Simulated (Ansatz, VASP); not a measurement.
# One calculation of Se, two programs

```
Se
1.0
     4.52789    0.00000    0.00000
    -2.26394    3.92126    0.00000
     0.00000    0.00000    5.04299
Se
3
Direct
  0.21848 0.00000 0.16667
  0.00000 0.21848 0.83333
  0.78152 0.78152 0.50000
```

Alike in both runs: functional PBE; k mesh 12 × 12 × 8; occupations gaussian, width 0.02 eV; no spin polarisation.

Ansatz relaxed the structure, and its values are those at the end. VASP's run is a single point on that final structure, the one shown.

|  | VASP | Ansatz |
| --- | --- | --- |
| version | VASP 6.6.1 | Ansatz 0.2.0 |
| potentials or method | VASP PAW PBE potentials, release 64 (Se), cutoff 520 eV | scalar-relativistic, plane waves, PAW |
| valence electrons in the cell | 18 | 48 |

VASP gave:

* gap on the k mesh at the Fermi level (eV): 1.02
* least direct gap on the mesh (eV): 1.25
* pressure (GPa): 0.1
* rms of the force components (eV/Å): 0.016

Q: What did Ansatz give for the same quantities?

A: gap on the k mesh at the Fermi level (eV): 1.04; least direct gap on the mesh (eV): 1.26; pressure (GPa): 0.0; rms of the force components (eV/Å): 0.000.

VASP's potentials hold 18 valence electrons a cell and Ansatz's 48, so a difference there can come from the potentials and not from the codes.
